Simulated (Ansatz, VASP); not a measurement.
**CsI in VASP and in Ansatz**

```
CELL_PARAMETERS angstrom
4.66547 0.00000 0.00000
0.00000 4.66547 0.00000
0.00000 0.00000 4.66547
ATOMIC_POSITIONS crystal
Cs 0.00000 0.00000 0.00000
I 0.50000 0.50000 0.50000
```

Alike in both runs: task single point; functional PBE; k mesh 8 × 8 × 8; occupations gaussian, width 0.05 eV; no spin polarisation.

|  | VASP | Ansatz |
| --- | --- | --- |
| version | VASP 6.6.1 | Ansatz 0.2.0 |
| potentials or method | VASP PAW PBE potentials, release 64 (Cs_sv, I), cutoff 500 eV | scalar-relativistic, plane waves, PAW |
| valence electrons in the cell | 16 | 26 |

```csv
,VASP,Ansatz,Ansatz less VASP
gap on the k mesh at the Fermi level (eV),3.68,3.69,+0.011
least direct gap on the mesh (eV),3.77,3.78,+0.009
pressure (GPa),0.0,0.0,-0.03
```

VASP's potentials hold 16 valence electrons a cell and Ansatz's 26, so a difference there can come from the potentials and not from the codes.

Neither program's run includes spin-orbit coupling.
